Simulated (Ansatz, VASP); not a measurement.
One calculation of MoS2, two programs

```xyz
6
Lattice="3.2359 0.0000 0.0000 -1.6179 2.8024 0.0000 0.0000 0.0000 11.9418" Properties=species:S:1:pos:R:3 pbc="T T T"
Mo    0.0000    1.8682    2.9855
Mo    1.6180    0.9341    8.9564
S     0.0000    1.8682    7.4755
S     1.6180    0.9341    1.5046
S     0.0000    1.8682   10.4372
S     1.6180    0.9341    4.4663
```

Alike in both runs: task single point; functional PBEsol; k mesh 12 × 12 × 2; no spin polarisation.

|  | VASP | Ansatz |
| --- | --- | --- |
| version | VASP 6.6.1 | Ansatz 0.2.0 |
| potentials or method | VASP PAW PBE potentials, release 64 (Mo_sv, S), cutoff 520 eV | scalar-relativistic, plane waves, PAW |
| occupations | methfessel-paxton of order 1, width 0.2 eV | cold, width 0.2 eV |
| valence electrons in the cell | 52 | 52 |

```csv
,VASP,Ansatz,Ansatz less VASP
pressure (GPa),-0.3,-0.3,+0.03
"traceless stress, the component that is largest in VASP (GPa)",9.10,9.11,+0.012
rms of the force components (eV/Å),0.427,0.427,+0.0005
```

VASP's potentials were made for PBE, not for PBEsol. Atom by atom the forces differ by 0.000 eV/Å (rms over components).
